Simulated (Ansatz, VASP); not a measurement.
One calculation of Pd, two programs

Contents of INCAR:

```
PREC     = Accurate       # precision mode
ENCUT    = 520            # plane-wave cutoff, eV
EDIFF    = 1E-6           # SCF threshold, eV
ISMEAR   = 0              # smearing method
SIGMA    = 0.15           # smearing width, eV
LREAL    = False          # projectors in reciprocal space
LASPH    = True           # aspherical terms in the spheres
NELM     = 80             # most SCF steps
ALGO     = Fast           # electronic algorithm
ISIF     = 2              # what is computed and relaxed
LWAVE    = False          # write WAVECAR
LCHARG   = False          # write CHGCAR
GGA      = PE             # functional
NBANDS   = 28             # bands
```

File KPOINTS:

```
regular mesh
0
Gamma
  18 18 6
```

File POSCAR:

```
Pd
1.0
    2.7797116547      0.0000000000      0.0000000000
   -1.3898558274      2.4073009082      0.0000000000
    0.0000000000      0.0000000000      9.1786947690
Pd
4
Direct
    0.0000000000      0.0000000000      0.0000000000
    0.5360897684      0.7680448842      0.2880168316
    0.0000000000      0.0000000000      0.5000000000
    0.6666666667      0.3333333333      0.7500000000
```

Input for Ansatz:

```yaml
crystal:
  lattice:
    - [2.7797116547, 0.0, 0.0]
    - [-1.3898558274, 2.4073009082, 0.0]
    - [0.0, 0.0, 9.178694769]
  atoms:
    - { symbol: Pd, position: [0.0, 0.0, 0.0] }
    - { symbol: Pd, position: [0.5360897684, 0.7680448842, 0.2880168316] }
    - { symbol: Pd, position: [0.0, 0.0, 0.5] }
    - { symbol: Pd, position: [0.6666666667, 0.3333333333, 0.75] }
basis:
  ecutwfc: 420
kpoints:
  mp_grid: { grid: [18, 18, 6] }
hamiltonian:
  xc: pbe
scf:
  occupations: { method: gaussian, width: 0.15 }
output:
  forces: true
  stress: true
  eigenvalues: true
```

Alike in both runs: task single point; functional PBE; k mesh 18 × 18 × 6; occupations gaussian, width 0.15 eV; no spin polarisation.

|  | VASP | Ansatz |
| --- | --- | --- |
| version | VASP 6.6.1 | Ansatz 0.2.0 |
| potentials or method | VASP PAW PBE potentials, release 64 (Pd), cutoff 520 eV | scalar-relativistic, plane waves, PAW |
| valence electrons in the cell | 40 | 72 |

|  | VASP | Ansatz | Ansatz less VASP |
| --- | --- | --- | --- |
| gap on the k mesh at the Fermi level (eV) | none | none | - |
| pressure (GPa) | 9.6 | 10.1 | +0.56 |
| traceless stress, the component that is largest in VASP (GPa) | 8.54 | 8.92 | +0.380 |
| rms of the force components (eV/Å) | 2.097 | 2.165 | +0.0679 |

Atom by atom the forces differ by 0.068 eV/Å (rms over components). A gap of «none» marks a metal or a gap that the smearing closes. The functional is the same, so the differences come from potentials, cutoffs and numerics. VASP's potentials hold 40 valence electrons a cell and Ansatz's 72, so a difference there can come from the potentials and not from the codes.
